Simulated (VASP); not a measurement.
A run of VASP 6.6.1 is set up as follows.

File INCAR:

```
SYSTEM = Pb
PREC = Accurate
ENCUT = 520
EDIFF = 1E-7
ISMEAR = 0
SIGMA = 0.1
LREAL = Auto
LASPH = .True.
NELM = 100
ALGO = Fast
ISIF = 2
LWAVE = .False.
LCHARG = .False.
GGA = PE
NBANDS = 126
```

File KPOINTS:

```
Automatic mesh
0
Gamma
  4 4 4
  0 0 0
```

File POSCAR:

```
Pb
1.0
   -5.0390886965      5.0390886965     -5.0390886965
    5.0390886965      5.0390886965      5.0390886965
    5.0390886965     -5.0390886965     -5.0390886965
Pb
16
Direct
    0.2500000000      0.0000000000      0.7500000000
    0.0000000000      0.2500000000      0.7500000000
    0.5000000000      0.0000000000      0.5000000000
    0.7500000000      0.5000000000      0.7500000000
    0.2500000000      0.2500000000      0.5000000000
    0.5000000000      0.7500000000      0.7500000000
    0.0000000000      0.5000000000      0.5000000000
    0.7500000000      0.0000000000      0.2500000000
    0.5000000000      0.2500000000      0.2500000000
    0.7500000000      0.7500000000      0.5000000000
    0.0000000000      0.0000000000      0.0000000000
    0.2500000000      0.5000000000      0.2500000000
    0.0000000000      0.7500000000      0.2500000000
    0.7500000000      0.2500000000      0.0000000000
    0.5000000000      0.5000000000      0.0000000000
    0.2500000000      0.7500000000      0.0000000000
```

Potentials or basis: VASP PAW PBE potentials, release 64 (Pb_d).

Run with:

```bash
$ cat potpaw_PBE.64/Pb_d/POTCAR > POTCAR
$ mpirun -np 1 vasp_std > vasp.out
```

**Question.** What does it give for the band gap on the k mesh?

**Answer.** Zero (band 112 reaches 7.36 eV, above the bottom of band 113 at 6.72 eV).

**Question.** Predict the pressure.

**Answer.** -0.6 GPa.

Caveat: spin-orbit coupling is left out, which moves the levels of the heavy elements.
